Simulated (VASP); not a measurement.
# MoS2: single point with r2SCAN

MoS2:

```
CELL_PARAMETERS angstrom
3.23551 0.00000 0.00000
-1.61775 2.80203 0.00000
0.00000 0.00000 6.29893
ATOMIC_POSITIONS crystal
Mo 0.00000 0.00000 0.50000
S 0.33333 0.66667 0.25618
S 0.66667 0.33333 0.74382
```

| Item | Value |
| --- | --- |
| Program | VASP 6.6.1 |
| Task | single point |
| Functional | r2SCAN |
| Potentials or basis | VASP PAW PBE potentials, release 64 (Mo_sv, S) |
| Cutoff | 520 eV |
| k mesh | 4 × 4 × 2 |
| Occupations | gaussian, width 0.1 eV |
| Spin | no spin polarisation |
| Dipole correction | no |
| Further INCAR settings | ALGO = Normal; EDIFF = 1e-07; NBANDS = 20 |

The pressure is 0.9 GPa, the largest force is 0.121 eV/Å and the band gap on the k mesh is zero (band 13 reaches 6.75 eV, above the bottom of band 14 at 6.31 eV).

Forces on the atoms (eV/Å):
```
Mo   0.000  0.000  0.000
S    0.000  0.000  0.121
S    0.000  0.000 -0.121
```

Stress tensor (GPa, compression positive):
```
 2.06  0.00  0.00
 0.00  2.06  0.00
 0.00  0.00 -1.37
```

Levels at points of the mesh, in eV from the Fermi level:
```
           k point  band 10  band 11  band 12  band 13  band 14  band 15  band 16  band 17
(0.00, 0.00, 0.00)    -1.96    -0.99    -0.99    -0.99    -0.41    -0.41     3.39     3.39
(0.50, 0.00, 0.00)    -4.35    -3.38    -1.91    -1.72     0.96     1.81     3.83     4.08
(0.00, 0.00, 0.50)    -3.73    -0.99    -0.99    -0.48    -0.48     0.00     3.56     3.56
(0.50, 0.00, 0.50)    -4.40    -2.57    -2.09    -1.76     0.96     1.82     3.49     5.01
```

It took 97 s on 1 thread of AMD EPYC 7R13, on a shared host, peak memory 0.14 GiB.

Caveat: the k points lie up to 0.56 Å⁻¹ apart; the PAW data sets were made with another functional, which shifts forces and pressure a little.
